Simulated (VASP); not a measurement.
# Hf (Fm-3m) in VASP: settings compared

Hf is run at these levels: PBEsol-based screened hybrid with 25 % exact exchange, HF; tasks: relaxation of cell and atoms.

Program: VASP 6.6.1. These are calculated values, not measurements. Logs are shortened: lines on timing, memory, paths and dates and some standing lists are left out, and cuts for length are marked.

### 1 The cell of the first run

The structure is cubic, space group Fm-3m (No. 225). Conventional cell: a = 4.440 Å, b = 4.440 Å, c = 4.440 Å, α = 90.00°, β = 90.00°, γ = 90.00°. Within 4.1 Å of Hf (site symmetry m-3m) lie 12 Hf at 3.14 Å.

This isn't the form of Hf at room conditions, which is hcp.

### 2 Relaxation of cell and atoms, PBEsol-based screened hybrid with 25 % exact exchange

Contents of POSCAR:

```
Hf
1.0
    0.0000000000      2.2200000000      2.2200000000
    2.2200000000      0.0000000000      2.2200000000
    2.2200000000      2.2200000000      0.0000000000
Hf
1
Direct
    0.0000000000      0.0000000000      0.0000000000
```

Contents of INCAR.step1:

```
PREC = Accurate
ENCUT = 600
EDIFF = 1E-5
ISMEAR = -1
SIGMA = 0.05
LREAL = F
LASPH = T
NELM = 80
ALGO = Normal
LWAVE = T
LCHARG = F
GGA = PE
NBANDS = 11
```

Contents of INCAR.step2:

```
PREC = Accurate
ENCUT = 600
EDIFF = 1E-6
ISMEAR = -1
SIGMA = 0.05
LREAL = F
LASPH = T
NELM = 80
ALGO = Normal
ISIF = 3
LWAVE = F
LCHARG = F
GGA = PS
LHFCALC = T
AEXX = 0.25
HFSCREEN = 0.207
PRECFOCK = Normal
IBRION = 2
NSW = 60
EDIFFG = -0.01
ISTART = 1
```

Contents of KPOINTS:

```
Automatic mesh
0
Gamma
  5 5 5
```

Potentials or basis: VASP PAW PBE potentials, release 64 (Hf_pv).

Run with:

```
> cat potpaw_PBE.64/Hf_pv/POTCAR > POTCAR
> cp INCAR.step1 INCAR
> mpirun -np 1 vasp_std > vasp.out
> cp INCAR.step2 INCAR
> mpirun -np 1 vasp_std > vasp.out
```

OUTCAR:

```text
PREC = Accurate
   ENCUT = 600
   EDIFF = 1E-6
   ISMEAR = -1
   LREAL = F
   LASPH = T
   NELM = 80
   ISIF = 3
   GGA = PS
   LHFCALC = T
   AEXX = 0.25
   HFSCREEN = 0.207
   PRECFOCK = Normal
   IBRION = 2
   NSW = 60
   EDIFFG = -0.01
   ISTART = 1

 ion  position               nearest neighbor table
   1  0.000  0.000  0.000-

  LATTYP: Found a face centered cubic cell.
 ALAT       =     4.4400000000

  Lattice vectors:

 A1 = (   0.0000000000,   2.2200000000,   2.2200000000)
 A2 = (   2.2200000000,   0.0000000000,   2.2200000000)
 A3 = (   2.2200000000,   2.2200000000,   0.0000000000)

Analysis of symmetry for initial positions (statically):
=====================================================================
 Subroutine PRICEL returns:
 Original cell was already a primitive cell.

 Routine SETGRP: Setting up the symmetry group for a
 face centered cubic supercell.

 Subroutine GETGRP returns: Found 48 space group operations
 (whereof 48 operations were pure point group operations)
 out of a pool of 48 trial point group operations.

The static configuration has the point symmetry O_h .

Analysis of symmetry for dynamics (positions and initial velocities):
=====================================================================
 Subroutine PRICEL returns:
 Original cell was already a primitive cell.

 Routine SETGRP: Setting up the symmetry group for a
 face centered cubic supercell.

 Subroutine GETGRP returns: Found 48 space group operations
 (whereof 48 operations were pure point group operations)
 out of a pool of 48 trial point group operations.

The dynamic configuration has the point symmetry O_h .

 Subroutine INISYM returns: Found 48 space group operations
 (whereof 48 operations are pure point group operations),
 and found     1 'primitive' translations

----------------------------------------------------------------------------------------

                                     Primitive cell

  volume of cell :      21.8821

  direct lattice vectors                    reciprocal lattice vectors
     0.000000000  2.220000000  2.220000000    -0.225225225  0.225225225  0.225225225
     2.220000000  0.000000000  2.220000000     0.225225225 -0.225225225  0.225225225
     2.220000000  2.220000000  0.000000000     0.225225225  0.225225225 -0.225225225

  length of vectors
     3.139554108  3.139554108  3.139554108     0.390101533  0.390101533  0.390101533

  position of ions in fractional coordinates (direct lattice)
     0.000000000  0.000000000  0.000000000

  ion indices of the primitive-cell ions
   primitive index   ion index
                 1           1

----------------------------------------------------------------------------------------

 KPOINTS: Automatic mesh

Automatic generation of k-mesh.
 Grid dimensions read from file:
 generate k-points for:    5    5    5

 Generating k-lattice:

  Cartesian coordinates                     Fractional coordinates (reciprocal lattice)
    -0.045045045  0.045045045  0.045045045     0.200000000  0.000000000  0.000000000
     0.045045045 -0.045045045  0.045045045     0.000000000  0.200000000  0.000000000
     0.045045045  0.045045045 -0.045045045     0.000000000  0.000000000  0.200000000

  Length of vectors
     0.078020307  0.078020307  0.078020307

  Shift w.r.t. Gamma in fractional coordinates (k-lattice)
     0.000000000  0.000000000  0.000000000

 Subroutine IBZKPT returns following result:
 ===========================================

 Found     10 irreducible k-points:

 Following reciprocal coordinates:
            Coordinates               Weight
  0.000000  0.000000  0.000000      1.000000
  0.200000  0.000000  0.000000      8.000000
  0.400000  0.000000  0.000000      8.000000
  0.200000  0.200000  0.000000      6.000000
  0.400000  0.200000  0.000000     24.000000
 -0.400000  0.200000  0.000000     24.000000
 -0.200000  0.200000  0.000000     12.000000
  0.400000  0.400000  0.000000      6.000000
 -0.400000  0.400000  0.000000     12.000000
 -0.400000  0.400000  0.200000     24.000000
   k-points           NKPTS =     10   k-points in BZ     NKDIM =    125   number of bands    NBANDS=      9
   number of dos      NEDOS =    301   number of ions     NIONS =      1
   total plane-waves  NPLWV =  21952
   dimension x,y,z NGX =    28 NGY =   28 NGZ =   28
   dimension x,y,z NGXF=    56 NGYF=   56 NGZF=   56
   ions per type =               1
   NGX,Y,Z   is equivalent  to a cutoff of  14.83, 14.83, 14.83 a.u.
   NGXF,Y,Z  is equivalent  to a cutoff of  29.65, 29.65, 29.65 a.u.
 SYSTEM =  unknown system
   PREC   = accura    normal or accurate (medium, high low for compatibility)
   ISTART =      1    job   : 0-new  1-cont  2-samecut
   ICHARG =      0    charge: 1-file 2-atom 10-const
   ISPIN  =      1    spin polarized calculation?
   LNONCOLLINEAR =      F non collinear calculations
   LSORBIT =      F    spin-orbit coupling
   LASPH  =      T    aspherical Exc in radial PAW
   ENCUT  =  600.0 eV  44.10 Ry    6.64 a.u.   6.27  6.27  6.27*2*pi/ulx,y,z
   NELM   =     80;   NELMIN=  2; NELMDL=  0     # of ELM steps
   EDIFF  = 0.1E-05   stopping-criterion for ELM
   LREAL  =      F    real-space projection
   EDIFFG = -.1E-01   stopping-criterion for IOM
   NSW    =     60    number of steps for IOM
   IBRION =      2    ionic relax: 0-MD 1-quasi-New 2-CG
   NFREE  =      1    steps in history (QN), initial steepest desc. (CG)
   ISIF   =      3    stress and relaxation
   ISYM   =      3    0-nonsym 1-usesym 2-fastsym
   POTIM  = 0.5000    time-step for ionic-motion
   TEBEG  =    0.0;   TEEND  =   0.0 temperature during run
   PSTRESS=    0.0 pullay stress
   NELECT =      10.0000    total number of electrons
   NUPDOWN=      -1.0000    fix difference up-down
   EMIN   =  10.00;   EMAX   =-10.00  energy-range for DOS
   EFERMI =   0.00;   METHOD = LEGACY
   ISMEAR =    -1;   SIGMA  =   0.05  broadening in eV -4-tet -1-fermi 0-gaus
   EFERMI_NEDOS =   21; number of points for ismear=-14 and -15
   IALGO  =     38    algorithm
   IMIX   =      1    mixing-type and parameters
     AMIX     =   0.40;   BMIX     =  1.00
     AMIX_MAG =   1.60;   BMIX_MAG =  1.00
  volume/ion in A,a.u.               =      21.88       147.67
  Fermi-wavevector in a.u.,A,eV,Ry     =   1.260991  2.382927 21.634588  1.590097
  Thomas-Fermi vector in A             =   2.394472
   LORBIT       =      0    0 simple, 1 ext, 2 COOP (PROOUT), +10 PAW based schemes
   GGA     = PS    functional components
   LHFCALC =     T    Hartree Fock is set to
   PRECFOCK=normal    Normal, Fast or Accurate (Low or Medium for compatibility)
   ENCUT4O =  -1.0   cutoff for four orbital integrals eV
   NKREDX  =     1    reduce k-point grid by
   NKREDY  =     1    reduce k-point grid by
   NKREDZ  =     1    reduce k-point grid by
   AEXX    =    0.2500 exact exchange contribution
   HFSCREEN=    0.2070 screening length (either q_TF or 0.3 A-1)
   HFSCREENC=   0.2070 screening length for correlation (either q_TF or 0.3 A-1)
   ENCUTFOCK=  -1.0 apply spherical cutoff to Coloumb kernel
   IVDW    =     0    specifies the selected vdW correction
   LEPSILON=     F    determine dielectric tensor
   LRPA    =     F    only Hartree local field effects (RPA)
 conjugate gradient relaxation of ions
 non-spin polarized calculation
  energy-cutoff  :      600.00
  volume of cell :       21.88
 maximum number of plane-waves:       739
 NGX is ok and might be reduce to    28
  NGX = 20; NGY = 20; NGZ = 20

--------------------------------------- Ionic step        1  -------------------------------------------

 number of electron      10.0000000 magnetization

 Free energy of the ion-electron system (eV)
  ---------------------------------------------------
  ext. energy  EPLUGINS =         0.00000000
  ---------------------------------------------------
  free energy    TOTEN  =       -11.58777742 eV

  energy without entropy =      -11.58194523  energy(sigma->0) =      -11.58486133

------------------------ aborting loop because EDIFF is reached ----------------------------------------

  FORCE on cell =-STRESS in cart. coord.  units (eV):
  Direction    XX          YY          ZZ          XY          YZ          ZX
  --------------------------------------------------------------------------------------
  -------------------------------------------------------------------------------------
  Total       -0.1613437     -0.1613437     -0.1613437     -0.0000000     -0.0000000      0.0000000
  in kB      -11.8133672    -11.8133672    -11.8133672     -0.0000000     -0.0000000      0.0000000
  external PRESSURE =     -11.8133672 kB  Pullay stress =       0.0000000 kB

 VOLUME and BASIS-vectors are now :
 -----------------------------------------------------------------------------
  energy-cutoff  :      600.00
  volume of cell :       21.88
      direct lattice vectors                 reciprocal lattice vectors
     0.000000000  2.220000000  2.220000000    -0.225225225  0.225225225  0.225225225
     2.220000000  0.000000000  2.220000000     0.225225225 -0.225225225  0.225225225
     2.220000000  2.220000000  0.000000000     0.225225225  0.225225225 -0.225225225
[... 36 lines left out ...]
 POSITION                                       TOTAL-FORCE (eV/Angst)
 -----------------------------------------------------------------------------------
     -0.00000      2.20272      2.20272         0.000000      0.000000      0.000000
 -----------------------------------------------------------------------------------
    total drift:                                0.000000     -0.000000     -0.000000

  FREE ENERGIE OF THE ION-ELECTRON SYSTEM (eV)
  ---------------------------------------------------
  free  energy   TOTEN  =       -11.5872579451 eV

  energy  without entropy=      -11.5805621047  energy(sigma->0) =      -11.58391002

--------------------------------------- Ionic step        3  -------------------------------------------

 number of electron       9.9999999 magnetization

 Free energy of the ion-electron system (eV)
  ---------------------------------------------------
  ext. energy  EPLUGINS =         0.00000000
  ---------------------------------------------------
  free energy    TOTEN  =       -11.58860936 eV

  energy without entropy =      -11.58245433  energy(sigma->0) =      -11.58553185

 E-fermi :   4.5466     XC(G=0):  -9.4684

 val. band max:        4.4377422191   @ k =  -0.2000   0.2000   0.0000
 cond. band min:       4.6597443214   @ k =   0.2000   0.2000   0.0000
 fundamental gap:      0.2220021024
 Fermi energy:         4.5465648682

 k-point     1 :       0.0000    0.0000    0.0000
  band No.  band energies     occupation
      1     -27.3650      2.00000
      2     -27.3650      2.00000
      3     -27.3650      2.00000
      4      -3.6187      2.00000
      5       6.7164      0.00000
      6       6.7165      0.00000
      7       6.7165      0.00000
      8       9.9190      0.00000
      9       9.9190      0.00000

 k-point     2 :       0.2000    0.0000    0.0000
  band No.  band energies     occupation
      1     -27.7353      2.00000
      2     -27.4097      2.00000
      3     -27.4097      2.00000
      4      -2.1227      2.00000
      5       5.3722      0.00000
      6       7.1388      0.00000
      7       7.1388      0.00000
      8       9.5872      0.00000
      9       9.5872      0.00000
[... 116 lines left out ...]
 POSITION                                       TOTAL-FORCE (eV/Angst)
 -----------------------------------------------------------------------------------
      0.00000      0.00000      0.00000         0.000000      0.000000     -0.000000
 -----------------------------------------------------------------------------------
    total drift:                                0.000000     -0.000000     -0.000000

  FREE ENERGIE OF THE ION-ELECTRON SYSTEM (eV)
  ---------------------------------------------------
  free  energy   TOTEN  =       -11.5886093626 eV

  energy  without entropy=      -11.5824543297  energy(sigma->0) =      -11.58553185

 reached required accuracy - stopping structural energy minimisation
```

It took 9.8 min on 1 thread of Intel Xeon Platinum 8375C at 2.90GHz (Ice Lake), shared host; peak memory 0.27 GiB.

What came out:

```yaml
Free_energy: -11.5886 eV
Relaxed_volume: 21.66 Å³/atom
Relaxed_cell: a = 3.129 Å, b = 3.129 Å, c = 3.129 Å, α = 60.00°, β = 60.00°, γ = 60.00°
Space_group_after_relaxing_to_0.1_Å: Fm-3m (No. 225)
Energy_gained_by_relaxing: 0.8 meV/atom
Ionic_steps: 3
Pressure_after_relaxing: 0.0 GPa
Band_gap_on_the_k_mesh: zero (bands 5 and 6 overlap by 2.38 eV)
```

Step by step:
| step | energy change (eV) | largest force (eV/Å) | pressure (GPa) | volume (Å³) |
| --- | --- | --- | --- | --- |
| 1 | 0.0000 | 0.0000 | -1.18 | 21.88 |
| 2 | 0.0005 | 0.0000 | 1.51 | 21.38 |
| 3 | -0.0008 | 0.0000 | 0.01 | 21.66 |

Final structure:
```yaml
crystal:
  lattice:
    - [0.00000, 2.21247, 2.21247]
    - [2.21247, 0.00000, 2.21247]
    - [2.21247, 2.21247, 0.00000]
  atoms:
    - { symbol: Hf, position: [0.00000, 0.00000, 0.00000] }
```

Levels at points of the mesh, in eV from the Fermi level:
```csv
k point,band 1,band 2,band 3,band 4,band 5,band 6,band 7,band 8,band 9
"(0.00, 0.00, 0.00)",-31.91,-31.91,-31.91,-8.17,2.17,2.17,2.17,5.37,5.37
```

Caveat: the k points lie up to 0.49 Å⁻¹ apart in the final cell, too coarse for converged energies and pressures of a metal; the PAW data sets were made with another functional, which shifts forces and pressure a little; spin-orbit coupling is left out, which moves the levels of the heavy elements.

### 3 Relaxation of cell and atoms, HF

POSCAR is that of step 2.

Contents of INCAR.step1:

```
  PREC = Accurate
  ENCUT = 600
  EDIFF = 1E-5
  ISMEAR = -1
  SIGMA = 0.05
  LREAL = F
  LASPH = T
  NELM = 80
  ALGO = Normal
  LWAVE = T
  LCHARG = F
  GGA = PE
  NBANDS = 11
```

Contents of INCAR.step2:

```
  PREC = Accurate
  ENCUT = 600
  EDIFF = 1E-6
  ISMEAR = -1
  SIGMA = 0.05
  LREAL = F
  LASPH = T
  NELM = 80
  ALGO = Normal
  ISIF = 3
  LWAVE = F
  LCHARG = F
  GGA = PE
  LHFCALC = T
  AEXX = 1.0
  ALDAC = 0.0
  AGGAC = 0.0
  PRECFOCK = Normal
  IBRION = 2
  NSW = 60
  EDIFFG = -0.01
  ISTART = 1
```

Contents of KPOINTS:

```
regular mesh
0
Gamma
  5 5 5
```

Potentials or basis: VASP PAW PBE potentials, release 64 (Hf_pv).

Run with:

```
> cat potpaw_PBE.64/Hf_pv/POTCAR > POTCAR
> cp INCAR.step1 INCAR
> mpirun -np 1 vasp_std > vasp.out
> cp INCAR.step2 INCAR
> mpirun -np 1 vasp_std > vasp.out
```

Run time: 15 min. Hardware: 1 thread of Intel Xeon Platinum 8375C at 2.90GHz (Ice Lake), shared host; peak memory 0.18 GiB.

Results (log left out):

```
Free energy                           : -17.3697 eV
Relaxed volume                        : 24.24 Å³/atom
Relaxed cell                          : a = 3.248 Å, b = 3.248 Å, c = 3.248 Å, α = 60.00°, β = 60.00°, γ = 60.00°
Space group after relaxing (to 0.1 Å) : Fm-3m (No. 225)
Energy gained by relaxing             : 92.6 meV/atom
Ionic steps                           : 4
Pressure after relaxing               : -0.1 GPa
Band gap on the k mesh                : zero (bands 5 and 6 overlap by 6.85 eV)
```

The path:
```tsv
step	energy change (eV)	largest force (eV/Å)	pressure (GPa)	volume (Å³)
1	0.0000	0.0000	13.61	21.88
2	0.0988	0.0000	-13.33	28.31
3	-0.0925	0.0000	-0.42	24.32
4	-0.0926	0.0000	-0.06	24.24
```

Final structure:
```
Hf
1.0
     0.00000    2.29701    2.29701
     2.29701    0.00000    2.29701
     2.29701    2.29701    0.00000
Hf
1
Direct
  0.00000 0.00000 0.00000
```

Levels at points of the mesh, in eV from the Fermi level:
```
           k point  band 1  band 2  band 3  band 4  band 5  band 6  band 7  band 8  band 9
(0.00, 0.00, 0.00)  -39.64  -39.64  -39.64  -11.85    6.45    6.45    6.45   10.26   10.26
```

Caveat: the k points lie up to 0.47 Å⁻¹ apart in the final cell, too coarse for converged energies and pressures of a metal; the PAW data sets were made with another functional, which shifts forces and pressure a little; spin-orbit coupling is left out, which moves the levels of the heavy elements. Zero-point motion and thermal expansion aren't in these numbers.

The gap in the log of VASP goes by the Fermi energy; the results here count the filled bands.